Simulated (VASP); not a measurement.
Wanted: the native input for a VASP 6.6.1 run.

- Task: single point
- Functional: r2SCAN
- Potentials or basis: VASP PAW PBE potentials, release 64 (Ag, Bi_d, F)
- Cutoff: 520 eV
- k mesh: 4 × 4 × 3, shifted
- Occupations: fermi-dirac, width 0.1 eV
- Spin: no spin polarisation
- Dipole correction: no
- Further INCAR settings: ALGO = Normal; EDIFF = 1e-07; NBANDS = 50

The system is AgBiF2.

```
Ag Bi F
1.0
     4.87974    0.66093   -0.86000
     0.16613    5.31999   -0.30639
     0.01314    0.61230    5.89633
Ag Bi F
2 2 4
Direct
  0.02940 0.32983 0.35047
  0.52043 0.59783 0.56615
  0.64663 0.90813 0.14561
  0.04412 0.97203 0.78987
  0.12045 0.39376 0.94995
  0.51472 0.36913 0.20928
  0.40004 0.58540 0.94931
  0.17110 0.86659 0.24419
```

The input as run:

POSCAR

```
AgBiF2
1.0
    4.8797350000      0.6609310000     -0.8599960000
    0.1661340000      5.3199890000     -0.3063950000
    0.0131400000      0.6123030000      5.8963320000
Ag Bi F
2 2 4
Direct
    0.0294010000      0.3298290000      0.3504720000
    0.5204290000      0.5978270000      0.5661490000
    0.6466300000      0.9081280000      0.1456050000
    0.0441240000      0.9720320000      0.7898700000
    0.1204530000      0.3937570000      0.9499500000
    0.5147230000      0.3691260000      0.2092810000
    0.4000430000      0.5853970000      0.9493100000
    0.1711000000      0.8665880000      0.2441910000
```

INCAR.step1

```
SYSTEM = AgBiF2
PREC = Accurate
ENCUT = 520
ISMEAR = -1
SIGMA = 0.1
LREAL = .False.
LASPH = .True.
NELM = 60
NBANDS = 50
GGA = PE
ALGO = Normal
EDIFF = 1E-4
LWAVE = .True.
LCHARG = .False.
```

INCAR.step2

```
SYSTEM = AgBiF2
PREC = Accurate
ENCUT = 520
EDIFF = 1E-7
ISMEAR = -1
SIGMA = 0.1
LREAL = .False.
LASPH = .True.
NELM = 60
ALGO = Normal
ISIF = 2
LWAVE = .False.
LCHARG = .False.
METAGGA = R2SCAN
LMIXTAU = .True.
NBANDS = 50
ISTART = 1
```

KPOINTS

```
Automatic mesh
0
Gamma
  4 4 3
  0.5 0.5 0.5
```

Potentials or basis: VASP PAW PBE potentials, release 64 (Ag, Bi_d, F).

The run is started by

```bash
$ cat potpaw_PBE.64/Ag/POTCAR potpaw_PBE.64/Bi_d/POTCAR potpaw_PBE.64/F/POTCAR > POTCAR
$ cp INCAR.step1 INCAR
$ mpirun -np 1 vasp_std > vasp.out
$ cp INCAR.step2 INCAR
$ mpirun -np 1 vasp_std > vasp.out
```

It gave:

- Pressure: -0.4 GPa
- Largest force: 7.787 eV/Å
- Band gap on the k mesh: zero (band 40 reaches 4.53 eV, above the bottom of band 41 at 4.34 eV)

Caveat: the PAW data sets were made with another functional, which shifts forces and pressure a little; spin-orbit coupling is left out, which moves the levels of the heavy elements.

Wall time 8.8 min on 1 thread of Intel(R) Xeon(R) Platinum 8375C CPU @ 2.90GHz (Ice Lake) (shared host), peak memory 0.38 GiB.
